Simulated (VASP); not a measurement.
# Li3Se2 (R-3m) in VASP: notebook

The runs below take Li3Se2 through single point, relaxation of cell and atoms, with PBE.

All numbers are computed with VASP 6.6.1; they aren't measurements. Logs are shortened: lines on timing, memory, paths and dates and some standing lists are left out, and cuts for length are marked.

## (1) The cell of the first run

It takes space group R-3m (No. 166, trigonal). Conventional cell: a = 3.551 Å, b = 3.551 Å, c = 24.690 Å, α = 90.00°, β = 90.00°, γ = 120.00°. Li (site symmetry -3m) has 6 Se at 2.63 Å and 12 Li at 3.55 to 3.68 Å within 3.7 Å. Li (site symmetry 3m) has 3 Se at 2.49 Å and 3 Li at 2.95 Å within 3.3 Å. Se (site symmetry 3m) has 6 Li at 2.49 to 2.63 Å within 3.3 Å.

## (2) Single point, PBE

Contents of INCAR:

```
SYSTEM = Li3Se2
PREC = Accurate
ENCUT = 520
EDIFF = 1E-6
ISMEAR = 0
SIGMA = 0.1
LREAL = .FALSE.
LASPH = .TRUE.
NELM = 100
ALGO = Normal
ISIF = 2
LWAVE = .FALSE.
LCHARG = .FALSE.
GGA = PE
NBANDS = 18
```

Contents of KPOINTS:

```
regular mesh
0
G
  6 6 6
  0 0 0
```

Contents of POSCAR:

```
Li3Se2
1.0
    1.7754208283      1.0250396931      8.2299761315
   -1.7754208283      1.0250396931      8.2299761315
    0.0000000000     -2.0500793863      8.2299761315
Li Se
3 2
Direct
    0.0000000000      0.0000000000      0.0000000000
    0.2095000000      0.2095000000      0.2095000000
    0.7905000000      0.7905000000      0.7905000000
    0.4000000000      0.4000000000      0.4000000000
    0.6000000000      0.6000000000      0.6000000000
```

Potentials or basis: VASP PAW PBE potentials, release 64 (Li_sv, Se).

On the command line:

```bash
cat potpaw_PBE.64/Li_sv/POTCAR potpaw_PBE.64/Se/POTCAR > POTCAR
mpirun -np 1 vasp_std > vasp.out
```

OUTCAR:

```text
SYSTEM = Li3Se2
   PREC = Accurate
   ENCUT = 520
   EDIFF = 1E-6
   ISMEAR = 0
   LREAL = .FALSE.
   LASPH = .TRUE.
   NELM = 100
   ISIF = 2
   GGA = PE

 ion  position               nearest neighbor table
   1  0.000  0.000  0.000-   5 2.63   4 2.63   5 2.63   5 2.63   4 2.63   4 2.63
   2  0.209  0.209  0.209-   5 2.49   5 2.49   5 2.49
   3  0.791  0.791  0.791-   4 2.49   4 2.49   4 2.49
   4  0.400  0.400  0.400-   3 2.49   3 2.49   3 2.49   1 2.63   1 2.63   1 2.63
   5  0.600  0.600  0.600-   2 2.49   2 2.49   2 2.49   1 2.63   1 2.63   1 2.63

  LATTYP: Found a trigonal (rhomboedric) cell.
 ALAT       =     8.4814699560
 COS(alpha) =     0.9123624232

  Lattice vectors:

 A1 = (   1.7754208283,   1.0250396931,   8.2299761315)
 A2 = (  -1.7754208283,   1.0250396931,   8.2299761315)
 A3 = (   0.0000000000,  -2.0500793863,   8.2299761315)

Analysis of symmetry for initial positions (statically):
=====================================================================
 Subroutine PRICEL returns:
 Original cell was already a primitive cell.

 Routine SETGRP: Setting up the symmetry group for a
 trigonal (rhombohedral) supercell.

 Subroutine GETGRP returns: Found 12 space group operations
 (whereof 12 operations were pure point group operations)
 out of a pool of 12 trial point group operations.

The static configuration has the point symmetry D_3d.

Analysis of symmetry for dynamics (positions and initial velocities):
=====================================================================
 Subroutine PRICEL returns:
 Original cell was already a primitive cell.

 Routine SETGRP: Setting up the symmetry group for a
 trigonal (rhombohedral) supercell.

 Subroutine GETGRP returns: Found 12 space group operations
 (whereof 12 operations were pure point group operations)
 out of a pool of 12 trial point group operations.

The dynamic configuration has the point symmetry D_3d.

 Subroutine INISYM returns: Found 12 space group operations
 (whereof 12 operations are pure point group operations),
 and found     1 'primitive' translations

----------------------------------------------------------------------------------------

                                     Primitive cell

  volume of cell :      89.8653

  direct lattice vectors                    reciprocal lattice vectors
     1.775420828  1.025039693  8.229976132     0.281623372  0.162595330  0.040502345
    -1.775420828  1.025039693  8.229976132    -0.281623372  0.162595330  0.040502345
     0.000000000 -2.050079386  8.229976132     0.000000000 -0.325190659  0.040502345

  length of vectors
     8.481469956  8.481469956  8.481469956     0.327703227  0.327703227  0.327703227

  position of ions in fractional coordinates (direct lattice)
     0.000000000  0.000000000  0.000000000
     0.209500000  0.209500000  0.209500000
     0.790500000  0.790500000  0.790500000
     0.400000000  0.400000000  0.400000000
     0.600000000  0.600000000  0.600000000

  ion indices of the primitive-cell ions
   primitive index   ion index
                 1           1
                 2           2
                 3           3
                 4           4
                 5           5

----------------------------------------------------------------------------------------

 KPOINTS: regular mesh

Automatic generation of k-mesh.
 Grid dimensions read from file:
 generate k-points for:    6    6    6

 Generating k-lattice:

  Cartesian coordinates                     Fractional coordinates (reciprocal lattice)
     0.046937229  0.027099222  0.006750391     0.166666667 -0.000000000  0.000000000
    -0.046937229  0.027099222  0.006750391    -0.000000000  0.166666667  0.000000000
     0.000000000 -0.054198443  0.006750391     0.000000000  0.000000000  0.166666667

  Length of vectors
     0.054617204  0.054617204  0.054617204

  Shift w.r.t. Gamma in fractional coordinates (k-lattice)
     0.000000000  0.000000000  0.000000000

 Subroutine IBZKPT returns following result:
 ===========================================

 Found     32 irreducible k-points:

 Following reciprocal coordinates:
            Coordinates               Weight
  0.000000  0.000000  0.000000      1.000000
  0.166667 -0.000000 -0.000000      6.000000
  0.333333 -0.000000  0.000000      6.000000
  0.500000 -0.000000  0.000000      3.000000
  0.166667  0.166667 -0.000000      6.000000
  0.333333  0.166667  0.000000     12.000000
[... 16 lines left out ...]
  0.500000  0.500000  0.166667      6.000000
 -0.333333  0.500000  0.166667     12.000000
 [... further k-points ...]
   k-points           NKPTS =     32   k-points in BZ     NKDIM =     32   number of bands    NBANDS=     18
   number of dos      NEDOS =    301   number of ions     NIONS =      5
   total plane-waves  NPLWV = 262144
   dimension x,y,z NGX =    64 NGY =   64 NGZ =   64
   dimension x,y,z NGXF=   128 NGYF=  128 NGZF=  128
   ions per type =               3   2
   NGX,Y,Z   is equivalent  to a cutoff of  12.54, 12.54, 12.54 a.u.
   NGXF,Y,Z  is equivalent  to a cutoff of  25.09, 25.09, 25.09 a.u.
 SYSTEM =  Li3Se2
   PREC   = accura    normal or accurate (medium, high low for compatibility)
   ISTART =      0    job   : 0-new  1-cont  2-samecut
   ICHARG =      2    charge: 1-file 2-atom 10-const
   ISPIN  =      1    spin polarized calculation?
   LNONCOLLINEAR =      F non collinear calculations
   LSORBIT =      F    spin-orbit coupling
   LASPH  =      T    aspherical Exc in radial PAW
   ENCUT  =  520.0 eV  38.22 Ry    6.18 a.u.  15.77 15.77 15.77*2*pi/ulx,y,z
   NELM   =    100;   NELMIN=  2; NELMDL= -5     # of ELM steps
   EDIFF  = 0.1E-05   stopping-criterion for ELM
   LREAL  =      F    real-space projection
   EDIFFG = 0.1E-04   stopping-criterion for IOM
   NSW    =      0    number of steps for IOM
   IBRION =     -1    ionic relax: 0-MD 1-quasi-New 2-CG
   NFREE  =      0    steps in history (QN), initial steepest desc. (CG)
   ISIF   =      2    stress and relaxation
   ISYM   =      2    0-nonsym 1-usesym 2-fastsym
   POTIM  = 0.5000    time-step for ionic-motion
   TEBEG  =    0.0;   TEEND  =   0.0 temperature during run
   PSTRESS=    0.0 pullay stress
   NELECT =      21.0000    total number of electrons
   NUPDOWN=      -1.0000    fix difference up-down
   EMIN   =  10.00;   EMAX   =-10.00  energy-range for DOS
   EFERMI =   0.00;   METHOD = LEGACY
   ISMEAR =     0;   SIGMA  =   0.10  broadening in eV -4-tet -1-fermi 0-gaus
   EFERMI_NEDOS =   21; number of points for ismear=-14 and -15
   IALGO  =     38    algorithm
   IMIX   =      4    mixing-type and parameters
     AMIX     =   0.40;   BMIX     =  1.00
     AMIX_MAG =   1.60;   BMIX_MAG =  1.00
  volume/ion in A,a.u.               =      17.97       121.29
  Fermi-wavevector in a.u.,A,eV,Ry     =   1.008364  1.905532 13.834375  1.016798
  Thomas-Fermi vector in A             =   2.141226
   LORBIT       =      0    0 simple, 1 ext, 2 COOP (PROOUT), +10 PAW based schemes
   GGA     = PE    functional components
   LHFCALC =     F    Hartree Fock is set to
   AEXX    =    0.0000 exact exchange contribution
   IVDW    =     0    specifies the selected vdW correction
   LEPSILON=     F    determine dielectric tensor
   LRPA    =     F    only Hartree local field effects (RPA)
 non-spin polarized calculation
 Gauss-broadening in eV      SIGMA  =   0.10
  energy-cutoff  :      520.00
  volume of cell :       89.87
 maximum number of plane-waves:      2479
   NGX = 31   NGY = 31   NGZ = 31

 number of electron      20.9999999 magnetization

 Free energy of the ion-electron system (eV)
  ---------------------------------------------------
  ext. energy  EPLUGINS =         0.00000000
  ---------------------------------------------------
  free energy    TOTEN  =       -16.41943715 eV

  energy without entropy =      -16.41135781  energy(sigma->0) =      -16.41539748

 E-fermi :   2.3699     XC(G=0):  -8.6783

 val. band max:        2.3694646746   @ k =   0.3333   0.3333   0.0000
 cond. band min:       2.3730073343   @ k =   0.5000   0.5000   0.1667
 fundamental gap:      0.0035426597
 Fermi energy:         2.3698730685

 k-point     1 :       0.0000    0.0000    0.0000
  band No.  band energies     occupation
      1     -43.7321      2.00000
      2     -43.7180      2.00000
      3     -42.7881      2.00000
      4     -10.4090      2.00000
      5     -10.0649      2.00000
      6      -1.6941      2.00000
[... 10 lines left out ...]
     17      10.5561      0.00000
     18      10.5561      0.00000

 k-point     2 :       0.1667   -0.0000   -0.0000
  band No.  band energies     occupation
      1     -43.7306      2.00000
      2     -43.7182      2.00000
      3     -42.7874      2.00000
      4     -10.1885      2.00000
      5      -9.8580      2.00000
      6      -1.4451      2.00000
[... 10 lines left out ...]
     17      10.4396      0.00000
     18      10.7719      0.00000

 k-point     3 :       0.3333   -0.0000    0.0000
  band No.  band energies     occupation
      1     -43.7272      2.00000
      2     -43.7191      2.00000
      3     -42.7862      2.00000
      4      -9.6601      2.00000
      5      -9.3895      2.00000
      6      -1.0540      2.00000
[... 10 lines left out ...]
     17       9.8124      0.00000
     18      10.8680      0.00000

 k-point     4 :       0.5000   -0.0000    0.0000
  band No.  band energies     occupation
      1     -43.7248      2.00000
      2     -43.7202      2.00000
      3     -42.7855      2.00000
      4      -9.3200      2.00000
      5      -9.1291      2.00000
      6      -1.6253      2.00000
[... 10 lines left out ...]
     17       9.6109      0.00000
     18       9.6704      0.00000

 k-point     5 :       0.1667    0.1667   -0.0000
  band No.  band energies     occupation
      1     -43.7306      2.00000
      2     -43.7182      2.00000
      3     -42.7874      2.00000
      4     -10.1865      2.00000
      5      -9.8604      2.00000
      6      -1.4080      2.00000
[... 10 lines left out ...]
     17      10.5134      0.00000
     18      10.9454      0.00000

 k-point     6 :       0.3333    0.1667    0.0000
  band No.  band energies     occupation
      1     -43.7281      2.00000
      2     -43.7188      2.00000
      3     -42.7865      2.00000
      4      -9.8036      2.00000
      5      -9.5206      2.00000
      6      -0.9442      2.00000
[... 10 lines left out ...]
     17      10.3672      0.00000
     18      10.7820      0.00000

 k-point     7 :       0.5000    0.1667    0.0000
  band No.  band energies     occupation
      1     -43.7249      2.00000
      2     -43.7202      2.00000
      3     -42.7856      2.00000
      4      -9.3214      2.00000
      5      -9.1438      2.00000
      6      -1.2311      2.00000
[... 10 lines left out ...]
     17       9.8138      0.00000
     18      10.2769      0.00000

 k-point     8 :      -0.3333    0.1667    0.0000
  band No.  band energies     occupation
      1     -43.7249      2.00000
      2     -43.7202      2.00000
      3     -42.7856      2.00000
      4      -9.3269      2.00000
      5      -9.1376      2.00000
      6      -1.2057      2.00000
[... 10 lines left out ...]
     17      10.0563      0.00000
     18      10.1743      0.00000
[... 229 lines left out ...]
     17      10.5562      0.00000
     18      11.0011      0.00000

 k-point    20 :       0.5000    0.3333    0.1667
  band No.  band energies     occupation
      1     -43.7282      2.00000
      2     -43.7188      2.00000
      3     -42.7865      2.00000
      4      -9.7920      2.00000
      5      -9.5344      2.00000
      6      -0.7174      2.00000
[... 10 lines left out ...]
     17      10.2490      0.00000
     18      10.7701      0.00000

 k-point    21 :      -0.3333    0.3333    0.1667
  band No.  band energies     occupation
      1     -43.7249      2.00000
      2     -43.7202      2.00000
      3     -42.7855      2.00000
      4      -9.3090      2.00000
      5      -9.1575      2.00000
      6      -1.2379      2.00000
[... 10 lines left out ...]
     17      10.0671      0.00000
     18      10.2994      0.00000

 k-point    22 :      -0.1667    0.3333    0.1667
  band No.  band energies     occupation
      1     -43.7249      2.00000
      2     -43.7202      2.00000
      3     -42.7855      2.00000
      4      -9.3213      2.00000
      5      -9.1438      2.00000
      6      -1.1876      2.00000
[... 10 lines left out ...]
     17      10.0758      0.00000
     18      10.4146      0.00000

 k-point    23 :       0.5000    0.5000    0.1667
  band No.  band energies     occupation
      1     -43.7272      2.00000
      2     -43.7191      2.00000
      3     -42.7862      2.00000
      4      -9.6395      2.00000
      5      -9.4136      2.00000
      6      -0.8382      2.00000
[... 10 lines left out ...]
     17       9.2366      0.00000
     18      10.1817      0.00000

 k-point    24 :      -0.3333    0.5000    0.1667
  band No.  band energies     occupation
      1     -43.7249      2.00000
      2     -43.7202      2.00000
      3     -42.7855      2.00000
      4      -9.3019      2.00000
      5      -9.1654      2.00000
      6      -1.2198      2.00000
[... 10 lines left out ...]
     17      10.0456      0.00000
     18      10.2513      0.00000

 [... further k-points ...]

------------------------ aborting loop because EDIFF is reached ----------------------------------------

  FORCE on cell =-STRESS in cart. coord.  units (eV):
  Direction    XX          YY          ZZ          XY          YZ          ZX
  --------------------------------------------------------------------------------------
  -------------------------------------------------------------------------------------
  Total        2.5969375      2.5969375     -1.2645205      0.0000000      0.0000000      0.0000000
  in kB       46.2999215     46.2999215    -22.5447098      0.0000000      0.0000000      0.0000000
  external PRESSURE =      23.3517111 kB  Pullay stress =       0.0000000 kB

 VOLUME and BASIS-vectors are now :
 -----------------------------------------------------------------------------
  energy-cutoff  :      520.00
  volume of cell :       89.87
      direct lattice vectors                 reciprocal lattice vectors
     1.775420828  1.025039693  8.229976132     0.281623372  0.162595330  0.040502345
    -1.775420828  1.025039693  8.229976132    -0.281623372  0.162595330  0.040502345
     0.000000000 -2.050079386  8.229976132     0.000000000 -0.325190659  0.040502345

 POSITION                                       TOTAL-FORCE (eV/Angst)
 -----------------------------------------------------------------------------------
      0.00000      0.00000      0.00000         0.000000     -0.000000     -0.000000
      0.00000     -0.00000      5.17254         0.000000     -0.000000      0.666634
      0.00000     -0.00000     19.51739         0.000000      0.000000     -0.666634
      0.00000     -0.00000      9.87597         0.000000     -0.000000      0.870421
      0.00000     -0.00000     14.81396         0.000000      0.000000     -0.870421
 -----------------------------------------------------------------------------------
    total drift:                                0.000000     -0.000000     -0.000000

  FREE ENERGIE OF THE ION-ELECTRON SYSTEM (eV)
  ---------------------------------------------------
  free  energy   TOTEN  =       -16.4194371474 eV

  energy  without entropy=      -16.4113578107  energy(sigma->0) =      -16.41539748
```

Wall time 8 min (1 thread of Intel Xeon 8259CL, shared host); peak memory 0.54 GiB.

Results:

- Free energy: -16.4194 eV
- Largest force: 0.870 eV/Å
- Band gap on the k mesh: zero (an odd number of electrons rules out a gap without spin polarisation)

Forces on the atoms (eV/Å):
```
Li   0.000  0.000  0.000
Li   0.000  0.000  0.667
Li   0.000  0.000 -0.667
Se   0.000  0.000  0.870
Se   0.000  0.000 -0.870
```

Caveat: the cutoff is under 1.25 times the usual one of these potentials, so pressure, stress and relaxed cells hold a basis-set (Pulay) error.

(Part 1 of 2 ends here.)

The gap in the log of VASP goes by the Fermi energy; the results here count the filled bands.